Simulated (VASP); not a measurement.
**Co: single point with LDA**

The system is Co.

```
CELL_PARAMETERS angstrom
2.38774 0.00000 0.00000
-1.19387 2.06785 0.00000
0.00000 0.00000 3.84953
ATOMIC_POSITIONS crystal
Co 0.33333 0.66667 0.25000
Co 0.66667 0.33333 0.75000
```

- Program: VASP 6.6.1
- Task: single point
- Functional: LDA
- Potentials or basis: VASP PAW LDA potentials, release 64 (Co)
- Cutoff: 600 eV
- k mesh: 18 × 18 × 10
- Occupations: fermi-dirac, width 0.1 eV
- Spin: collinear spin, ferromagnetic start
- Starting moments: [1.7, 1.7] μB

| Quantity | Value |
| --- | --- |
| Pressure | 12.4 GPa |
| Net moment | 2.60 μB per cell |
| Site moments | Co +1.29 μB |
| Valence electrons inside the program's atomic spheres | Co 8.57 |

Stress tensor (GPa, compression positive):
```
12.57  0.00  0.00
 0.00 12.57  0.00
 0.00  0.00 12.13
```

Levels at points of the mesh, in eV from the Fermi level:
Spin up:
```tsv
k point	band 6	band 7	band 8	band 9	band 10	band 11	band 12	band 13	band 14	band 15
(0.00, 0.00, 0.00)	-2.20	-2.20	-1.77	-1.77	-0.38	-0.38	-0.08	7.80	23.05	26.56
(0.50, 0.00, 0.00)	-2.51	-2.10	-0.23	-0.08	-0.04	1.87	4.16	10.87	11.67	14.18
(0.00, 0.00, 0.50)	-2.69	-2.69	-2.69	-0.76	-0.76	-0.76	-0.76	16.74	16.74	23.86
(0.50, 0.00, 0.50)	-1.61	-0.78	-0.78	-0.11	-0.11	1.92	1.92	8.66	8.66	20.12
```
Spin down:
| k point | band 6 | band 7 | band 8 | band 9 | band 10 | band 11 |
| --- | --- | --- | --- | --- | --- | --- |
| (0.00, 0.00, 0.00) | -0.97 | -0.97 | -0.49 | -0.49 | 0.09 | 0.99 |
| (0.50, 0.00, 0.00) | -1.41 | -0.94 | 1.15 | 1.32 | 1.35 | 2.87 |
| (0.00, 0.00, 0.50) | -1.49 | -1.49 | -1.49 | 0.59 | 0.59 | 0.59 |
| (0.50, 0.00, 0.50) | -0.34 | 0.22 | 0.22 | 1.27 | 1.27 | 2.53 |

It took 72 s on 1 thread of Intel(R) Xeon(R) 6975P-C (Granite Rapids), with other jobs on the host, peak memory 0.24 GiB.

Caveat: the cell stands under pressure.
